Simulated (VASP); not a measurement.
Write the native input for VASP 6.6.1 that does the following.

```yaml
Task: single point
Functional: PBE
Potentials_or_basis: VASP PAW PBE potentials, release 64 (Li_sv, Se)
Cutoff: 750 eV
k_mesh: 8 × 8 × 8
Occupations: gaussian, width 0.02 eV
Spin: no spin polarisation
Dipole_correction: no
Further_INCAR_settings: ALGO = Normal; EDIFF = 1e-06; NBANDS = 13
```

The structure of Li2Se lies in POSCAR:

```
Li2Se
1.0
    0.0000000000      2.9095789553      2.9095789553
    2.9095789553      0.0000000000      2.9095789553
    2.9095789553      2.9095789553      0.0000000000
Li Se
2 1
Direct
    0.2500000000      0.2500000000      0.2500000000
    0.7500000000      0.7500000000      0.7500000000
    0.0000000000      0.0000000000      0.0000000000
```

The input as run:

INCAR

```
ALGO = Normal
EDIFF = 1E-6
ENCUT = 750
GGA = PE
GGA_COMPAT = F
ISIF = 2
ISMEAR = 0
LASPH = T
LCHARG = T
LELF = T
LREAL = F
LVHAR = T
LWAVE = F
NBANDS = 13
NELM = 120
PREC = Accurate
SIGMA = 0.02
```

KPOINTS

```
k-points
0
Gamma
  8 8 8
```

Potentials or basis: VASP PAW PBE potentials, release 64 (Li_sv, Se).

Run with:

```console
$ cat potpaw_PBE.64/Li_sv/POTCAR potpaw_PBE.64/Se/POTCAR > POTCAR
$ mpirun -np 1 vasp_std > vasp.out
```

Results of the run:

```yaml
Pressure: 3.8 GPa
Band_gap_on_the_k_mesh: 2.89 eV (least direct gap 3.80 eV)
```

Caveat: the cell stands under pressure.

Wall time 35 s on 1 thread of Intel(R) Xeon(R) Platinum 8488C (Sapphire Rapids), with other jobs on the host, peak memory 0.24 GiB.
